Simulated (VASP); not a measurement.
Runs of VASP 6.6.1 on GaN. The structure is that of space group P6_3mc (No. 186), or close to it. The cells are those of the table. 

```csv
task,level,potentials or basis,cell,cutoff (eV),second run,gap on the mesh (eV),pressure (GPa),largest force (eV/Å)
single point,BLYP+D3(BJ),"VASP PAW PBE potentials, release 64 (Ga_d, N_h)","a = 3.175, b = 3.175, c = 5.183 Å, angles 90.0, 90.0, 120.0°, 4 atoms",910,hard_potentials,2.06,(b),0.01
single point,revPBE+D3(BJ),"VASP PAW PBE potentials, release 64 (Ga_d, N)","a = 3.150, b = 3.150, c = 5.131 Å, angles 90.0, 90.0, 120.0°, 4 atoms",520,-,2.19,7.9,0.01
single point,RPBE+D4,"VASP PAW PBE potentials, release 64 (Ga_d, N)","a = 3.170, b = 3.170, c = 5.167 Å, angles 90.0, 90.0, 120.0°, 4 atoms",520,-,2.07,-0.3,0.01
relaxation of shape and atoms at fixed volume,BLYP+D3(BJ),"VASP PAW PBE potentials, release 64 (Ga_d, N)","relaxed from a = 3.177, b = 3.177, c = 5.175 Å, angles 90.0, 90.0, 120.0°, 4 atoms",600,-,(c),5.9,0.02
single point,RPBE+D4,"VASP PAW PBE potentials, release 64 (Ga_d, N)","a = 3.127, b = 3.127, c = 5.099 Å, angles 90.0, 90.0, 120.0°, 4 atoms",520,-,2.34,7.8,0.01
single point,BLYP+D3(BJ),"VASP PAW PBE potentials, release 64 (Ga_d, N)","a = 3.201, b = 3.201, c = 5.226 Å, angles 90.0, 90.0, 120.0°, 4 atoms",520,-,1.88,1.4,-
single point,BLYP+D3(BJ),"VASP PAW PBE potentials, release 64 (Ga_d, N_h)","a = 3.201, b = 3.201, c = 5.226 Å, angles 90.0, 90.0, 120.0°, 4 atoms",910,hard_potentials,1.88,(a),-
relaxation of shape and atoms at fixed volume,RPBE+D4,"VASP PAW PBE potentials, release 64 (Ga_d, N)","relaxed from a = 3.127, b = 3.127, c = 5.098 Å, angles 90.0, 90.0, 120.0°, 4 atoms",600,-,2.34,7.8,-
```

Alike in all rows: no spin polarisation; k mesh 8 × 8 × 6; smearing gaussian 0.05 eV.

Estimate the missing entries.

(a) 1.6; (b) 6.2; (c) 2.05.

Caveats: the PAW data sets were made with another functional, which shifts forces and pressure a little; the cutoff is under 1.25 times the usual one of these potentials, so pressure, stress and relaxed cells hold a basis-set (Pulay) error (some runs).

A k mesh can miss the band edges, and the runs leave out spin-orbit coupling on Ga.
